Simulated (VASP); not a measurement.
# Pt (Fm-3m) in VASP: further runs, part 2 of 2

VASP 6.6.1. The steps go on from the part before.

### 4 Single point, RPBE, collinear spin, ferromagnetic start

Contents of INCAR:

```
PREC = Accurate ; ENCUT = 520
EDIFF = 1E-6 ; ISMEAR = -1
SIGMA = 0.05 ; LREAL = F
LASPH = T ; NELM = 150
ALGO = Normal ; ISIF = 2
LWAVE = F ; LCHARG = F
ISPIN = 2 ; MAGMOM = 1
LORBIT = 11 ; LMAXMIX = 4
GGA = RP ; NBANDS = 15
```

Contents of KPOINTS:

```
Automatic mesh
0
Gamma
  22 22 22
```

Contents of POSCAR:

```
Pt
1.0
    0.0000000000      1.9960965553      1.9960965553
    1.9960965553      0.0000000000      1.9960965553
    1.9960965553      1.9960965553      0.0000000000
Pt
1
Direct
    0.0000000000      0.0000000000      0.0000000000
```

Potentials or basis: VASP PAW PBE potentials, release 64 (Pt).

Command:

```sh
$ cat potpaw_PBE.64/Pt/POTCAR > POTCAR
$ mpirun -np 1 vasp_std > vasp.out
```

OUTCAR:

```text
PREC = Accurate
   ENCUT = 520
   EDIFF = 1E-6
   ISMEAR = -1
   LREAL = F
   LASPH = T
   NELM = 150
   ISIF = 2
   ISPIN = 2
   LORBIT = 11
   GGA = RP

 ion  position               nearest neighbor table
   1  0.000  0.000  0.000-

  LATTYP: Found a face centered cubic cell.
 ALAT       =     3.9921931106

  Lattice vectors:

 A1 = (   0.0000000000,   1.9960965553,   1.9960965553)
 A2 = (   1.9960965553,   0.0000000000,   1.9960965553)
 A3 = (   1.9960965553,   1.9960965553,   0.0000000000)

Analysis of symmetry for initial positions (statically):
=====================================================================
 Subroutine PRICEL returns:
 Original cell was already a primitive cell.

 Routine SETGRP: Setting up the symmetry group for a
 face centered cubic supercell.

 Subroutine GETGRP returns: Found 48 space group operations
 (whereof 48 operations were pure point group operations)
 out of a pool of 48 trial point group operations.

The static configuration has the point symmetry O_h .

Analysis of symmetry for dynamics (positions and initial velocities):
=====================================================================
 Subroutine PRICEL returns:
 Original cell was already a primitive cell.

 Routine SETGRP: Setting up the symmetry group for a
 face centered cubic supercell.

 Subroutine GETGRP returns: Found 48 space group operations
 (whereof 48 operations were pure point group operations)
 out of a pool of 48 trial point group operations.

The dynamic configuration has the point symmetry O_h .

Analysis of structural, dynamic, and magnetic symmetry:
=====================================================================
 Subroutine PRICEL returns:
 Original cell was already a primitive cell.

 Routine SETGRP: Setting up the symmetry group for a
 face centered cubic supercell.

 Subroutine GETGRP returns: Found 48 space group operations
 (whereof 48 operations were pure point group operations)
 out of a pool of 48 trial point group operations.

The overall configuration has the point symmetry O_h .

 Subroutine INISYM returns: Found 48 space group operations
 (whereof 48 operations are pure point group operations),
 and found     1 'primitive' translations

[... 156 lines left out ...]
      4       6.8872      1.00000
      5       8.8502      1.00000
      6       8.8502      1.00000
      7      25.1038      0.00000
      8      29.7956      0.00000
      9      29.7956      0.00000
     10      29.7956      0.00000
     11      34.9362      0.00000
     12      41.3457      0.00000
     13      41.3457      0.00000
     14      41.3457      0.00000
[... 403 lines left out ...]
      4       9.3654      1.00000
      5      10.2878      0.74102
      6      11.0146      0.00000
      7      16.0530      0.00000
      8      24.8059      0.00000
      9      28.6764      0.00000
     10      29.1212      0.00000
     11      37.5282      0.00000
     12      37.8236      0.00000
     13      39.0973      0.00000
     14      43.2143      0.00000
     15      43.3340      0.00000

 [... further k-points ...]

 spin component 2

 k-point     1 :       0.0000    0.0000    0.0000
  band No.  band energies     occupation
      1       0.7570      1.00000
      2       6.8871      1.00000
      3       6.8871      1.00000
      4       6.8871      1.00000
      5       8.8501      1.00000
      6       8.8501      1.00000
      7      25.1039      0.00000
      8      29.7956      0.00000
      9      29.7956      0.00000
     10      29.7956      0.00000
     11      34.9363      0.00000
     12      41.3457      0.00000
     13      41.3457      0.00000
     14      41.3457      0.00000
[... 403 lines left out ...]
      4       9.3654      1.00000
      5      10.2877      0.74128
      6      11.0146      0.00000
      7      16.0529      0.00000
      8      24.8060      0.00000
      9      28.6764      0.00000
     10      29.1212      0.00000
     11      37.5282      0.00000
     12      37.8236      0.00000
     13      39.0973      0.00000
     14      43.2142      0.00000
     15      43.3342      0.00000

 [... further k-points ...]
[... 5 lines left out ...]
  --------------------------------------------------------------------------------------
  -------------------------------------------------------------------------------------
  Total       -0.0360447     -0.0360447     -0.0360447      0.0000000      0.0000000      0.0000000
  in kB       -3.6305962     -3.6305962     -3.6305962      0.0000000      0.0000000      0.0000000
  external PRESSURE =      -3.6305962 kB  Pullay stress =       0.0000000 kB

 VOLUME and BASIS-vectors are now :
 -----------------------------------------------------------------------------
  energy-cutoff  :      520.00
  volume of cell :       15.91
      direct lattice vectors                 reciprocal lattice vectors
     0.000000000  1.996096555  1.996096555    -0.250488885  0.250488885  0.250488885
     1.996096555  0.000000000  1.996096555     0.250488885 -0.250488885  0.250488885
     1.996096555  1.996096555  0.000000000     0.250488885  0.250488885 -0.250488885

 POSITION                                       TOTAL-FORCE (eV/Angst)
 -----------------------------------------------------------------------------------
      0.00000      0.00000      0.00000         0.000000     -0.000000      0.000000
 -----------------------------------------------------------------------------------
    total drift:                               -0.000000      0.000000      0.000000

  FREE ENERGIE OF THE ION-ELECTRON SYSTEM (eV)
  ---------------------------------------------------
  free  energy   TOTEN  =        -5.4676052813 eV

  energy  without entropy=       -5.4512930768  energy(sigma->0) =       -5.45944918

 total charge

# of ion       s       p       d       tot
------------------------------------------
    1        0.612   0.547   8.010   9.169

 magnetization (x)

# of ion       s       p       d       tot
------------------------------------------
    1        0.000   0.000  -0.000  -0.000
```

OSZICAR:

```text
N       E                     dE             d eps       ncg     rms          rms(c)
DAV:   1     0.439213091333E+02    0.43921E+02   -0.47110E+03 19792   0.581E+02
DAV:   2    -0.496535717470E+01   -0.48887E+02   -0.46571E+02 26162   0.154E+02
DAV:   3    -0.572789218444E+01   -0.76254E+00   -0.76016E+00 26134   0.173E+01
DAV:   4    -0.573063940777E+01   -0.27472E-02   -0.27470E-02 24214   0.120E+00
DAV:   5    -0.573065804711E+01   -0.18639E-04   -0.18639E-04 26052   0.857E-02    0.113E+01
DAV:   6    -0.549428604953E+01    0.23637E+00   -0.63392E-01 28668   0.495E+00    0.624E+00
DAV:   7    -0.546845131882E+01    0.25835E-01   -0.11575E-01 28486   0.197E+00    0.337E+00
DAV:   8    -0.546796094625E+01    0.49037E-03   -0.16252E-03 25454   0.252E-01    0.157E+00
DAV:   9    -0.546743715359E+01    0.52379E-03   -0.19134E-03 26848   0.249E-01    0.218E-01
DAV:  10    -0.546753497624E+01   -0.97823E-04   -0.21541E-04 26262   0.865E-02    0.730E-02
DAV:  11    -0.546757585727E+01   -0.40881E-04   -0.46685E-05 26778   0.332E-02    0.398E-02
DAV:  12    -0.546760242573E+01   -0.26568E-04   -0.58751E-05 26925   0.359E-02    0.136E-02
DAV:  13    -0.546760422110E+01   -0.17954E-05   -0.22431E-06 23808   0.865E-03    0.888E-03
DAV:  14    -0.546760539151E+01   -0.11704E-05   -0.43625E-06 25679   0.936E-03    0.272E-03
DAV:  15    -0.546760528135E+01    0.11016E-06   -0.65363E-08 20424   0.164E-03
   1 F= -.54676053E+01 E0= -.54594492E+01  d E =-.163122E-01  mag=     0.0000
```

It took 62 s on 1 thread of Intel Xeon 6975P-C (Granite Rapids), shared host; peak memory 0.24 GiB.

Results:

- Free energy: -5.4676 eV
- Pressure: -0.4 GPa
- Band gap on the k mesh: zero (filled and empty bands overlap)
- Net moment: 0.00 μB per cell
- Valence electrons inside the program's atomic spheres: Pt 9.17

Levels at points of the mesh, in eV from the Fermi level:
Spin up:
| k point | band 1 | band 2 | band 3 | band 4 | band 5 | band 6 | band 7 | band 8 | band 9 | band 10 |
| --- | --- | --- | --- | --- | --- | --- | --- | --- | --- | --- |
| (0.00, 0.00, 0.00) | -9.58 | -3.45 | -3.45 | -3.45 | -1.49 | -1.49 | 14.76 | 19.46 | 19.46 | 19.46 |
| (0.50, 0.00, 0.00) | -6.75 | -3.51 | -3.51 | -0.22 | 0.04 | 0.04 | 5.48 | 14.32 | 18.64 | 18.64 |
| (0.50, 0.50, 0.00) | -6.48 | -6.06 | 0.00 | 0.45 | 0.45 | 1.92 | 8.37 | 11.26 | 11.26 | 19.51 |
Spin down:
| k point | band 1 | band 2 | band 3 | band 4 | band 5 | band 6 | band 7 | band 8 | band 9 | band 10 |
| --- | --- | --- | --- | --- | --- | --- | --- | --- | --- | --- |
| (0.00, 0.00, 0.00) | -9.58 | -3.45 | -3.45 | -3.45 | -1.49 | -1.49 | 14.76 | 19.46 | 19.46 | 19.46 |
| (0.50, 0.00, 0.00) | -6.75 | -3.51 | -3.51 | -0.22 | 0.04 | 0.04 | 5.48 | 14.32 | 18.64 | 18.64 |
| (0.50, 0.50, 0.00) | -6.48 | -6.06 | 0.00 | 0.45 | 0.45 | 1.92 | 8.37 | 11.26 | 11.26 | 19.51 |

Caveat: the PAW data sets were made with another functional, which shifts forces and pressure a little; spin-orbit coupling is left out, which moves the levels of the heavy elements.

### 5 Summary

| task | cell | k mesh | cutoff (eV) | gap on the mesh (eV) | pressure (GPa) | moment (μB) |
| --- | --- | --- | --- | --- | --- | --- |
| single point | a = 2.823 Å, angles 60.0°, 1 atom | 14 × 14 × 14 | 520 | none | -0.5 | 0.00 |
| relaxation of cell and atoms | relaxed from a = 2.774 Å, angles 60.0°, 1 atom | 14 × 14 × 14 | 600 | none | -0.1 | 0.00 |
| single point | a = 2.823 Å, angles 60.0°, 1 atom | 22 × 22 × 22 | 520 | none | -0.4 | 0.00 |

Alike in all rows: level RPBE; potentials or basis VASP PAW PBE potentials, release 64 (Pt); spin collinear, ferromagnetic start; smearing fermi-dirac 0.05 eV.

Caveats: the PAW data sets were made with another functional, which shifts forces and pressure a little; spin-orbit coupling is left out, which moves the levels of the heavy elements.

Absolute energies hang on the potentials; compare differences alone.
